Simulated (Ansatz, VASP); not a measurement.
SrO in VASP and in Ansatz

Contents of INCAR:

```
PREC = Accurate
ENCUT = 520
EDIFF = 1E-6
ISMEAR = 0
SIGMA = 0.05
LREAL = False
LASPH = True
NELM = 60
ALGO = Normal
ISIF = 2
LWAVE = False
LCHARG = False
GGA = PS
NBANDS = 24
```

KPOINTS

```
regular mesh
0
Gamma
  6 6 6
```

POSCAR

```
SrO
1.0
    4.6175035668      0.0000000000      0.0000000000
   -2.3087517834      3.9988753909      0.0000000000
    0.0000000000      0.0000000000      5.1555949900
Sr O
2 2
Direct
    0.3333333333      0.6666666667      0.9381277000
    0.6666666667      0.3333333333      0.4381277000
    0.3333333333      0.6666666667      0.4368723000
    0.6666666667      0.3333333333      0.9368723000
```

Input for Ansatz:

```yaml
crystal:
  lattice:
    - [4.6175035668, 0.0, 0.0]
    - [-2.3087517834, 3.9988753909, 0.0]
    - [0.0, 0.0, 5.15559499]
  atoms:
    - { symbol: Sr, position: [0.3333333333, 0.6666666667, 0.9381277] }
    - { symbol: Sr, position: [0.6666666667, 0.3333333333, 0.4381277] }
    - { symbol: O, position: [0.3333333333, 0.6666666667, 0.4368723] }
    - { symbol: O, position: [0.6666666667, 0.3333333333, 0.9368723] }
basis:
  ecutwfc: 420
kpoints:
  mp_grid: { grid: [6, 6, 6] }
hamiltonian:
  xc: pbesol
scf:
  occupations: { method: gaussian, width: 0.05 }
output:
  forces: true
  stress: true
  eigenvalues: true
```

Change from the starting cell: strain +0.080 along x and y, +0.000 along z, atoms carried along.

Alike in both runs: task single point; functional PBEsol; k mesh 6 × 6 × 6; occupations gaussian, width 0.05 eV; no spin polarisation.

|  | VASP | Ansatz |
| --- | --- | --- |
| version | VASP 6.6.1 | Ansatz 0.2.0 |
| potentials or method | VASP PAW PBE potentials, release 64 (Sr_sv, O), cutoff 520 eV | scalar-relativistic, plane waves, PAW |
| valence electrons in the cell | 32 | 32 |

VASP gave:

| Property | Result |
| --- | --- |
| gap on the k mesh at the Fermi level (eV) | 1.88 |
| least direct gap on the mesh (eV) | 1.88 |
| pressure (GPa) | -8.2 |
| traceless stress, the component that is largest in VASP (GPa) | 1.61 |
| rms of the force components (eV/Å) | 0.008 |

Problem. Which values does Ansatz return?

Solution. gap on the k mesh at the Fermi level (eV): 1.91; least direct gap on the mesh (eV): 1.91; pressure (GPa): -8.5; traceless stress, the component that is largest in VASP (GPa): 1.41; rms of the force components (eV/Å): 0.007.

VASP's potentials were made for PBE, not for PBEsol. Atom by atom the forces differ by 0.001 eV/Å (rms over components).
